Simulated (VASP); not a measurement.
A run of VASP 6.6.1 is set up as follows.

The input INCAR:

```
SYSTEM = CdSb2O2
PREC = Accurate
ENCUT = 520
EDIFF = 1E-6
ISMEAR = 0
SIGMA = 0.1
LREAL = .False.
LASPH = .True.
NELM = 80
ALGO = Normal
ISIF = 2
LWAVE = .False.
LCHARG = .True.
GGA = PE
LELF = .True.
LVHAR = .True.
NBANDS = 25
```

KPOINTS

```
Automatic mesh
0
Gamma
  6 6 4
  0 0 0
```

File POSCAR:

```
CdSb2O2
1.0
    5.5782364308      0.0000000030      0.0000000000
   -2.7891182180      4.8308944559      0.0000000000
    0.0000000000      0.0000000000      4.0894109440
Cd Sb O
1 2 2
Direct
    0.0000000000      0.0000000000      0.6157288010
    0.3333333333      0.6666666667      0.6073200142
    0.6666666667      0.3333333333      0.6073200142
    0.3333333333      0.6666666667      0.1076939603
    0.6666666667      0.3333333333      0.1076939603
```

Potentials or basis: VASP PAW PBE potentials, release 64 (Cd, Sb, O).

Launch:

```bash
$ cat potpaw_PBE.64/Cd/POTCAR potpaw_PBE.64/Sb/POTCAR potpaw_PBE.64/O/POTCAR > POTCAR
$ mpirun -np 1 vasp_std > vasp.out
```

Q: Estimate the largest force.

A: 0.019 eV/Å.

Q: Estimate the band gap on the k mesh.

A: Zero (band 17 reaches 5.11 eV, above the bottom of band 18 at 3.53 eV).

Stress tensor (GPa, compression positive):
```
 0.23  0.00  0.00
 0.00  0.23  0.00
 0.00  0.00 -0.17
```

Caveat: the k points lie up to 0.38 Å⁻¹ apart; spin-orbit coupling is left out, which moves the levels of the heavy elements.
